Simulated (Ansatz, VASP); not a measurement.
# Two plane-wave programs on BPd4

```
CELL_PARAMETERS angstrom
5.45202 0.00000 0.00000
-2.72601 4.72159 0.00000
0.00000 0.00000 2.76617
ATOMIC_POSITIONS crystal
B 0.66667 0.33333 0.00000
Pd 0.49708 0.50292 0.50000
Pd 0.49708 0.99416 0.50000
Pd 0.00584 0.50292 0.50000
Pd 0.00000 0.00000 0.00000
```

Alike in both runs: task relaxation of cell and atoms; functional PBE; k mesh 6 × 6 × 6; occupations gaussian, width 0.1 eV; no spin polarisation.

|  | VASP | Ansatz |
| --- | --- | --- |
| version | VASP 6.6.1 | Ansatz 0.2.0 |
| potentials or method | VASP PAW PBE potentials, release 64 (B, Pd), cutoff 600 eV | scalar-relativistic, plane waves, PAW |
| valence electrons in the cell | 43 | 75 |

Ansatz gave:

```
gap on the k mesh at the Fermi level, each at its own relaxed structure (eV) : none
relaxed volume (Å³/atom)                                                     : 14.26
relaxed cell length with the largest relative difference (Å)                 : 2.793
```

Q: Which values does VASP return?

A: gap on the k mesh at the Fermi level, each at its own relaxed structure (eV): none; relaxed volume (Å³/atom): 14.25; relaxed cell length with the largest relative difference (Å): 2.792.

A gap of «none» marks a metal or a gap that the smearing closes. VASP's potentials hold 43 valence electrons a cell and Ansatz's 75, so a difference there can come from the potentials and not from the codes.

The k mesh is coarse, so the values compare programs but aren't converged.
